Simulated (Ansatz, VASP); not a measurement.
# MgO: VASP beside Ansatz

INCAR

```
ALGO     = Normal         # electronic algorithm
EDIFF    = 1E-6           # SCF threshold, eV
ENCUT    = 520            # plane-wave cutoff, eV
GGA      = PE             # functional
ISIF     = 2              # what is computed and relaxed
ISMEAR   = 0              # smearing method
LASPH    = True           # aspherical terms in the spheres
LCHARG   = False          # write CHGCAR
LREAL    = False          # projectors in reciprocal space
LWAVE    = False          # write WAVECAR
NBANDS   = 26             # bands
NELM     = 80             # most SCF steps
PREC     = Accurate       # precision mode
SIGMA    = 0.05           # smearing width, eV
```

KPOINTS

```
k-points
0
Gamma
  8 8 8
```

Contents of POSCAR:

```
MgO
1.0
    3.5213164963      0.0000000000      0.0000000000
    1.7606582482     -3.0495495405     -4.2393824239
    1.7606582481      3.0495495406     -4.2393824239
Mg O
4 4
Direct
    0.8649715804      0.4683617537      0.8016950856
    0.3878233251      0.9455100075      0.2788433423
    0.1263974523      0.5610919618      0.1861131335
    0.6263974531      0.0194464661      0.7277586276
    0.6228770493      0.6999651974      0.0542807039
    0.1228770492      0.2209473706      0.5332985309
    0.3741137300      0.2925529363      0.9592196036
    0.8716403685      0.7950262986      0.4616929644
```

Input for Ansatz:

```yaml
crystal:
  lattice:
    - [3.5213164963, 0.0, 0.0]
    - [1.7606582482, -3.0495495405, -4.2393824239]
    - [1.7606582481, 3.0495495406, -4.2393824239]
  atoms:
    - { symbol: Mg, position: [0.8649715804, 0.4683617537, 0.8016950856] }
    - { symbol: Mg, position: [0.3878233251, 0.9455100075, 0.2788433423] }
    - { symbol: Mg, position: [0.1263974523, 0.5610919618, 0.1861131335] }
    - { symbol: Mg, position: [0.6263974531, 0.0194464661, 0.7277586276] }
    - { symbol: O, position: [0.6228770493, 0.6999651974, 0.0542807039] }
    - { symbol: O, position: [0.1228770492, 0.2209473706, 0.5332985309] }
    - { symbol: O, position: [0.37411373, 0.2925529363, 0.9592196036] }
    - { symbol: O, position: [0.8716403685, 0.7950262986, 0.4616929644] }
basis:
  ecutwfc: 520.0
kpoints:
  mp_grid: { grid: [8, 8, 8] }
hamiltonian:
  xc: pbe
  pseudopotentials: { kind: paw, azcp: { folder: soft_1 } }
scf:
  occupations: { method: gaussian, width: 0.05 }
output:
  forces: true
  stress: true
  eigenvalues: true
```

Change from the starting cell: mode 12 frozen in at -0.018 Å and mode 21 at -0.127 Å (largest displacements).

Alike in both runs: task single point; functional PBE; k mesh 8 × 8 × 8; occupations gaussian, width 0.05 eV; no spin polarisation.

|  | VASP | Ansatz |
| --- | --- | --- |
| version | VASP 6.6.1 | Ansatz 0.2.0 |
| potentials or method | VASP PAW PBE potentials, release 64 (Mg, O), cutoff 520 eV | scalar-relativistic, plane waves, PAW |
| valence electrons in the cell | 32 | 64 |

VASP gave:

- gap on the k mesh at the Fermi level (eV): 2.61
- least direct gap on the mesh (eV): 2.61
- pressure (GPa): 0.7
- traceless stress, the component that is largest in VASP (GPa): -1.56
- rms of the force components (eV/Å): 1.024

Task: What did Ansatz give for the same quantities?

Result: gap on the k mesh at the Fermi level (eV): 2.65; least direct gap on the mesh (eV): 2.65; pressure (GPa): 1.2; traceless stress, the component that is largest in VASP (GPa): -1.58; rms of the force components (eV/Å): 1.012.

Atom by atom the forces differ by 0.012 eV/Å (rms over components). VASP's potentials hold 32 valence electrons a cell and Ansatz's 64, so a difference there can come from the potentials and not from the codes.
